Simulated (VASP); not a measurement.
# Ta4N3 (I4/mmm) in VASP: further runs

The runs below take Ta4N3 through single point, relaxation of shape and atoms at fixed volume, with PBEsol.

Everything below comes from runs of VASP 6.6.1. Logs are shortened: lines on timing, memory, paths and dates and some standing lists are left out, and cuts for length are marked.

**1. The cell of the first run**

The structure is tetragonal, space group I4/mmm (No. 139). The conventional cell has a = 4.268 Å, b = 4.268 Å, c = 8.371 Å, α = 90.00°, β = 90.00°, γ = 90.00°. Within 2.8 Å of Ta (site symmetry mmm) lie 4 N at 2.09 to 2.13 Å. Ta (site symmetry 4mm) has 5 N at 2.14 to 2.19 Å within 2.8 Å. Within 2.8 Å of N (site symmetry -4m2) lie 6 Ta at 2.09 to 2.14 Å. N (site symmetry 4/mmm) has 6 Ta at 2.13 to 2.19 Å within 2.8 Å.

**2. Single point, PBEsol (10.89 Å³/atom)**

INCAR reads:

```
PREC = Accurate
ENCUT = 520
EDIFF = 1E-6
ISMEAR = 0
SIGMA = 0.1
LREAL = False
LASPH = True
NELM = 80
ALGO = Normal
ISIF = 2
LWAVE = False
LCHARG = False
GGA = PS
NBANDS = 38
```

KPOINTS reads:

```
regular mesh
0
Gamma
  12 12 12
```

POSCAR reads:

```
Ta4N3
1.0
   -2.1341347058      2.1341347058      4.1853142604
    2.1341347058     -2.1341347058      4.1853142604
    2.1341347058      2.1341347058     -4.1853142604
Ta N
4 3
Direct
    0.0000000000      0.5000000000      0.5000000000
    0.2614627937      0.2614627937      0.0000000000
    0.5000000000      0.0000000000      0.5000000000
    0.7385372063      0.7385372063      0.0000000000
    0.7500000000      0.2500000000      0.5000000000
    0.0000000000      0.0000000000      0.0000000000
    0.2500000000      0.7500000000      0.5000000000
```

Potentials or basis: VASP PAW PBE potentials, release 64 (Ta_pv, N).

The run is started by

```bash
$ cat potpaw_PBE.64/Ta_pv/POTCAR potpaw_PBE.64/N/POTCAR > POTCAR
$ mpirun -np 1 vasp_std > vasp.out
```

OUTCAR:

```text
PREC = Accurate
   ENCUT = 520
   EDIFF = 1E-6
   ISMEAR = 0
   LREAL = False
   LASPH = True
   NELM = 80
   ISIF = 2
   GGA = PS

 ion  position               nearest neighbor table
   1  0.000  0.500  0.500-   5 2.09   7 2.09   6 2.13   6 2.13   4 2.92   2 2.92   2 2.92   4 2.92
                             3 3.02   3 3.02   3 3.02   3 3.02   2 3.06   4 3.06   2 3.06   4 3.06
   2  0.261  0.261  0.000-   5 2.14   7 2.14   7 2.14   5 2.14   6 2.19   3 2.92   1 2.92   1 2.92
                             3 2.92   4 3.02   4 3.02   4 3.02   4 3.02   3 3.06   3 3.06   1 3.06
   3  0.500  0.000  0.500-   5 2.09   7 2.09   6 2.13   6 2.13   2 2.92   4 2.92   2 2.92   4 2.92
                             1 3.02   1 3.02   1 3.02   1 3.02   4 3.06   4 3.06   2 3.06   2 3.06
   4  0.739  0.739  0.000-   7 2.14   5 2.14   5 2.14   7 2.14   6 2.19   3 2.92   1 2.92   3 2.92
                             1 2.92   2 3.02   2 3.02   2 3.02   2 3.02   3 3.06   1 3.06   1 3.06
   5  0.750  0.250  0.500-   1 2.09   3 2.09   2 2.14   4 2.14   2 2.14   4 2.14
   6  0.000  0.000  0.000-   1 2.13   3 2.13   1 2.13   3 2.13   2 2.19   4 2.19
   7  0.250  0.750  0.500-   1 2.09   3 2.09   2 2.14   4 2.14   2 2.14   4 2.14

  LATTYP: Found a body centered tetragonal cell.
 ALAT       =     4.2682694116
 C/A-ratio  =     1.9611293744

  Lattice vectors:

 A1 = (  -2.1341347058,   2.1341347058,   4.1853142604)
 A2 = (   2.1341347058,  -2.1341347058,   4.1853142604)
 A3 = (   2.1341347058,   2.1341347058,  -4.1853142604)

Analysis of symmetry for initial positions (statically):
=====================================================================
 Subroutine PRICEL returns:
 Original cell was already a primitive cell.

 Routine SETGRP: Setting up the symmetry group for a
 body centered tetragonal supercell.

 Subroutine GETGRP returns: Found 16 space group operations
 (whereof 16 operations were pure point group operations)
 out of a pool of 16 trial point group operations.

The static configuration has the point symmetry D_4h.

Analysis of symmetry for dynamics (positions and initial velocities):
=====================================================================
 Subroutine PRICEL returns:
 Original cell was already a primitive cell.

 Routine SETGRP: Setting up the symmetry group for a
 body centered tetragonal supercell.

 Subroutine GETGRP returns: Found 16 space group operations
 (whereof 16 operations were pure point group operations)
 out of a pool of 16 trial point group operations.

The dynamic configuration has the point symmetry D_4h.

 Subroutine INISYM returns: Found 16 space group operations
 (whereof 16 operations are pure point group operations),
 and found     1 'primitive' translations

----------------------------------------------------------------------------------------

                                     Primitive cell

  volume of cell :      76.2486

  direct lattice vectors                    reciprocal lattice vectors
    -2.134134706  2.134134706  4.185314260     0.000000000  0.234286992  0.119465342
     2.134134706 -2.134134706  4.185314260     0.234286992  0.000000000  0.119465342
     2.134134706  2.134134706 -4.185314260     0.234286992  0.234286992  0.000000000

  length of vectors
     5.160030750  5.160030750  5.160030750     0.262987381  0.262987381  0.331331841

  position of ions in fractional coordinates (direct lattice)
     0.000000000  0.500000000  0.500000000
     0.261462794  0.261462794  0.000000000
     0.500000000  0.000000000  0.500000000
     0.738537206  0.738537206  0.000000000
     0.750000000  0.250000000  0.500000000
     0.000000000  0.000000000  0.000000000
     0.250000000  0.750000000  0.500000000

  ion indices of the primitive-cell ions
   primitive index   ion index
                 1           1
                 2           2
                 3           3
                 4           4
                 5           5
                 6           6
                 7           7

----------------------------------------------------------------------------------------

 KPOINTS: regular mesh

Automatic generation of k-mesh.
 Grid dimensions read from file:
 generate k-points for:   12   12   12

 Generating k-lattice:

  Cartesian coordinates                     Fractional coordinates (reciprocal lattice)
     0.000000000  0.019523916  0.009955445     0.083333333  0.000000000  0.000000000
     0.019523916  0.000000000  0.009955445     0.000000000  0.083333333  0.000000000
     0.019523916  0.019523916  0.000000000     0.000000000  0.000000000  0.083333333

  Length of vectors
     0.021915615  0.021915615  0.027610987

  Shift w.r.t. Gamma in fractional coordinates (k-lattice)
     0.000000000  0.000000000  0.000000000

 Subroutine IBZKPT returns following result:
 ===========================================

 Found    163 irreducible k-points:

 Following reciprocal coordinates:
            Coordinates               Weight
  0.000000  0.000000  0.000000      1.000000
  0.083333 -0.000000  0.000000      8.000000
  0.166667 -0.000000  0.000000      8.000000
  0.250000 -0.000000  0.000000      8.000000
  0.333333 -0.000000  0.000000      8.000000
  0.416667 -0.000000  0.000000      8.000000
[... 16 lines left out ...]
  0.500000  0.166667  0.000000     16.000000
 -0.416667  0.166667  0.000000     16.000000
 [... further k-points ...]
   k-points           NKPTS =    163   k-points in BZ     NKDIM =    163   number of bands    NBANDS=     38
   number of dos      NEDOS =    301   number of ions     NIONS =      7
   total plane-waves  NPLWV =  64000
   dimension x,y,z NGX =    40 NGY =   40 NGZ =   40
   dimension x,y,z NGXF=    80 NGYF=   80 NGZF=   80
   ions per type =               4   3
   NGX,Y,Z   is equivalent  to a cutoff of  12.89, 12.89, 12.89 a.u.
   NGXF,Y,Z  is equivalent  to a cutoff of  25.77, 25.77, 25.77 a.u.
 SYSTEM =  unknown system
   PREC   = accura    normal or accurate (medium, high low for compatibility)
   ISTART =      0    job   : 0-new  1-cont  2-samecut
   ICHARG =      2    charge: 1-file 2-atom 10-const
   ISPIN  =      1    spin polarized calculation?
   LNONCOLLINEAR =      F non collinear calculations
   LSORBIT =      F    spin-orbit coupling
   LASPH  =      T    aspherical Exc in radial PAW
   ENCUT  =  520.0 eV  38.22 Ry    6.18 a.u.   9.59  9.59  9.59*2*pi/ulx,y,z
   NELM   =     80;   NELMIN=  2; NELMDL= -5     # of ELM steps
   EDIFF  = 0.1E-05   stopping-criterion for ELM
   LREAL  =      F    real-space projection
   EDIFFG = 0.1E-04   stopping-criterion for IOM
   NSW    =      0    number of steps for IOM
   IBRION =     -1    ionic relax: 0-MD 1-quasi-New 2-CG
   NFREE  =      0    steps in history (QN), initial steepest desc. (CG)
   ISIF   =      2    stress and relaxation
   ISYM   =      2    0-nonsym 1-usesym 2-fastsym
   POTIM  = 0.5000    time-step for ionic-motion
   TEBEG  =    0.0;   TEEND  =   0.0 temperature during run
   PSTRESS=    0.0 pullay stress
   NELECT =      59.0000    total number of electrons
   NUPDOWN=      -1.0000    fix difference up-down
   EMIN   =  10.00;   EMAX   =-10.00  energy-range for DOS
   EFERMI =   0.00;   METHOD = LEGACY
   ISMEAR =     0;   SIGMA  =   0.10  broadening in eV -4-tet -1-fermi 0-gaus
   EFERMI_NEDOS =   21; number of points for ismear=-14 and -15
   IALGO  =     38    algorithm
   IMIX   =      4    mixing-type and parameters
     AMIX     =   0.40;   BMIX     =  1.00
     AMIX_MAG =   1.60;   BMIX_MAG =  1.00
  volume/ion in A,a.u.               =      10.89        73.51
  Fermi-wavevector in a.u.,A,eV,Ry     =   1.502963  2.840188 30.734166  2.258897
  Thomas-Fermi vector in A             =   2.614135
   LORBIT       =      0    0 simple, 1 ext, 2 COOP (PROOUT), +10 PAW based schemes
   GGA     = PS    functional components
   LHFCALC =     F    Hartree Fock is set to
   AEXX    =    0.0000 exact exchange contribution
   IVDW    =     0    specifies the selected vdW correction
   LEPSILON=     F    determine dielectric tensor
   LRPA    =     F    only Hartree local field effects (RPA)
 non-spin polarized calculation
 Gauss-broadening in eV      SIGMA  =   0.10
  energy-cutoff  :      520.00
  volume of cell :       76.25
 maximum number of plane-waves:      2071
   NGX = 19   NGY = 19   NGZ = 19

 number of electron      58.9999996 magnetization

 Free energy of the ion-electron system (eV)
  ---------------------------------------------------
  ext. energy  EPLUGINS =         0.00000000
  ---------------------------------------------------
  free energy    TOTEN  =       -83.26990340 eV

  energy without entropy =      -83.25880190  energy(sigma->0) =      -83.26435265

 E-fermi :   8.8910     XC(G=0): -13.7779

 val. band max:        8.8862592574   @ k =  -0.2500  -0.4167   0.1667
 cond. band min:       8.8943501948   @ k =  -0.2500   0.2500   0.1667
 fundamental gap:      0.0080909375
 Fermi energy:         8.8909591439

 k-point     1 :       0.0000    0.0000    0.0000
  band No.  band energies     occupation
      1     -26.8041      2.00000
      2     -26.8041      2.00000
      3     -26.7305      2.00000
      4     -26.3590      2.00000
      5     -26.3590      2.00000
      6     -26.2106      2.00000
[... 30 lines left out ...]
     37      12.5527      0.00000
     38      13.4646      0.00000

 k-point     2 :       0.0833   -0.0000    0.0000
  band No.  band energies     occupation
      1     -26.8173      2.00000
      2     -26.7982      2.00000
      3     -26.7150      2.00000
      4     -26.3680      2.00000
      5     -26.3650      2.00000
      6     -26.2707      2.00000
[... 30 lines left out ...]
     37      12.7414      0.00000
     38      13.6239      0.00000

 k-point     3 :       0.1667   -0.0000    0.0000
  band No.  band energies     occupation
      1     -26.8428      2.00000
      2     -26.7806      2.00000
      3     -26.6787      2.00000
      4     -26.3941      2.00000
      5     -26.3836      2.00000
      6     -26.3354      2.00000
[... 30 lines left out ...]
     37      13.0411      0.00000
     38      13.1172      0.00000

 k-point     4 :       0.2500   -0.0000    0.0000
  band No.  band energies     occupation
      1     -26.8591      2.00000
      2     -26.7514      2.00000
      3     -26.6418      2.00000
      4     -26.4349      2.00000
      5     -26.4212      2.00000
      6     -26.3684      2.00000
[... 30 lines left out ...]
     37      12.6019      0.00000
     38      13.1365      0.00000
[... 703 lines left out ...]
      4     -26.4640      2.00000
      5     -26.3928      2.00000
      6     -26.3407      2.00000
[... 30 lines left out ...]
     37      12.6142      0.00000
     38      13.0986      0.00000

 k-point    23 :       0.5000    0.1667    0.0000
  band No.  band energies     occupation
      1     -26.9464      2.00000
      2     -26.8500      2.00000
      3     -26.5789      2.00000
      4     -26.4572      2.00000
      5     -26.4065      2.00000
      6     -26.3684      2.00000
[... 30 lines left out ...]
     37      12.3658      0.00000
     38      13.0234      0.00000

 k-point    24 :      -0.4167    0.1667    0.0000
  band No.  band energies     occupation
      1     -26.9876      2.00000
      2     -26.7766      2.00000
      3     -26.5838      2.00000
      4     -26.4839      2.00000
      5     -26.4204      2.00000
      6     -26.3668      2.00000
[... 30 lines left out ...]
     37      12.1386      0.00000
     38      13.2580      0.00000

 [... further k-points ...]
[... 5 lines left out ...]
  --------------------------------------------------------------------------------------
  -------------------------------------------------------------------------------------
  Total       11.6512903     11.6512903     11.7448904      0.0000000      0.0000000     -0.0000000
  in kB      244.8233775    244.8233775    246.7901534      0.0000000      0.0000000     -0.0000000
  external PRESSURE =     245.4789695 kB  Pullay stress =       0.0000000 kB

 VOLUME and BASIS-vectors are now :
 -----------------------------------------------------------------------------
  energy-cutoff  :      520.00
  volume of cell :       76.25
      direct lattice vectors                 reciprocal lattice vectors
    -2.134134706  2.134134706  4.185314260     0.000000000  0.234286992  0.119465342
     2.134134706 -2.134134706  4.185314260     0.234286992  0.000000000  0.119465342
     2.134134706  2.134134706 -4.185314260     0.234286992  0.234286992  0.000000000

 POSITION                                       TOTAL-FORCE (eV/Angst)
 -----------------------------------------------------------------------------------
      2.13413      0.00000      0.00000         0.000000      0.000000     -0.000000
      0.00000      0.00000      2.18861        -0.000000     -0.000000      0.047384
      0.00000      2.13413      0.00000         0.000000      0.000000     -0.000000
      0.00000      0.00000      6.18202        -0.000000     -0.000000     -0.047384
      0.00000      2.13413      2.09266         0.000000      0.000000     -0.000000
      0.00000      0.00000      0.00000         0.000000      0.000000     -0.000000
      2.13413      0.00000      2.09266         0.000000      0.000000     -0.000000
 -----------------------------------------------------------------------------------
    total drift:                                0.000000      0.000000     -0.000000

  FREE ENERGIE OF THE ION-ELECTRON SYSTEM (eV)
  ---------------------------------------------------
  free  energy   TOTEN  =       -83.2699033962 eV

  energy  without entropy=      -83.2588019005  energy(sigma->0) =      -83.26435265
```

Wall time 10 min (1 thread of Intel Xeon Platinum 8259CL at 2.50GHz (Skylake/Cascade Lake), shared host); peak memory 0.49 GiB.

Results:

- Free energy: -83.2699 eV
- Pressure: 24.5 GPa
- Largest force: 0.047 eV/Å
- Band gap on the k mesh: zero (an odd number of electrons rules out a gap without spin polarisation)

Forces in eV/Å, atoms in the order of the input:
```
Ta   0.000  0.000  0.000
Ta   0.000  0.000  0.047
Ta   0.000  0.000  0.000
Ta   0.000  0.000 -0.047
N    0.000  0.000  0.000
N    0.000  0.000  0.000
N    0.000  0.000  0.000
```

Caveat: the cell stands under pressure; the PAW data sets were made with another functional, which shifts forces and pressure a little; spin-orbit coupling is left out, which moves the levels of the heavy elements; an odd number of electrons without spin polarisation forces a metal; a magnetic or distorted state may lie lower.

**3. Single point, PBEsol (11.24 Å³/atom)**

This run uses another cell than the first one, of 11.24 Å³/atom.

INCAR reads:

```
ALGO = Normal
EDIFF = 1E-7
ENCUT = 520
GGA = PS
ISIF = 2
ISMEAR = 0
LASPH = True
LCHARG = False
LREAL = False
LWAVE = False
NBANDS = 38
NELM = 80
PREC = Accurate
SIGMA = 0.1
```

KPOINTS reads:

```
k-points
0
Gamma
  12 12 12
```

POSCAR reads:

```
Ta4N3
1.0
   -2.1564415957      2.1564415957      4.2299984675
    2.1564415957     -2.1564415957      4.2299984675
    2.1564415957      2.1564415957     -4.2299984675
Ta N
4 3
Direct
    0.0000000000      0.5000000000      0.5000000000
    0.2611583415      0.2611583415      0.0000000000
    0.5000000000      0.0000000000      0.5000000000
    0.7388416585      0.7388416585      0.0000000000
    0.7500000000      0.2500000000      0.5000000000
    0.0000000000      0.0000000000      0.0000000000
    0.2500000000      0.7500000000      0.5000000000
```

Potentials or basis: VASP PAW PBE potentials, release 64 (Ta_pv, N).

The run is started by

```bash
$ cat potpaw_PBE.64/Ta_pv/POTCAR potpaw_PBE.64/N/POTCAR > POTCAR
$ mpirun -np 1 vasp_std > vasp.out
```

Run time: 14 min. Hardware: 1 thread of Intel Xeon Platinum 8259CL at 2.50GHz (Skylake/Cascade Lake), shared host; peak memory 0.5 GiB.

Results (log left out):

| Item | Value |
| --- | --- |
| Free energy | -83.5441 eV |
| Pressure | 11.7 GPa |
| Largest force | 0.035 eV/Å |
| Band gap on the k mesh | zero (an odd number of electrons rules out a gap without spin polarisation) |

Forces in eV/Å, atoms in the order of the input:
```
Ta   0.000  0.000  0.000
Ta   0.000  0.000  0.035
Ta   0.000  0.000  0.000
Ta   0.000  0.000 -0.035
N    0.000  0.000  0.000
N    0.000  0.000  0.000
N    0.000  0.000  0.000
```

Levels at points of the mesh, in eV from the Fermi level:
| k point | band 26 | band 27 | band 28 | band 29 | band 30 | band 31 | band 32 | band 33 | band 34 | band 35 |
| --- | --- | --- | --- | --- | --- | --- | --- | --- | --- | --- |
| (0.00, 0.00, 0.00) | -3.85 | -1.30 | -1.30 | -0.99 | -0.63 | -0.63 | 0.94 | 1.01 | 1.01 | 1.33 |
| (0.50, 0.00, 0.00) | -2.88 | -1.62 | -1.31 | -0.46 | -0.07 | 0.68 | 1.19 | 1.41 | 2.63 | 2.81 |
| (0.50, 0.50, 0.00) | -2.07 | -1.61 | -1.59 | 1.32 | 1.41 | 1.45 | 2.44 | 2.52 | 2.84 | 2.94 |
| (0.50, 0.50, 0.50) | -4.01 | -4.01 | -3.90 | -2.94 | 0.95 | 0.95 | 1.60 | 2.59 | 2.96 | 2.96 |

Caveat: the cell stands under pressure; the PAW data sets were made with another functional, which shifts forces and pressure a little; spin-orbit coupling is left out, which moves the levels of the heavy elements; an odd number of electrons without spin polarisation forces a metal; a magnetic or distorted state may lie lower.

[end of part 1 of 2]
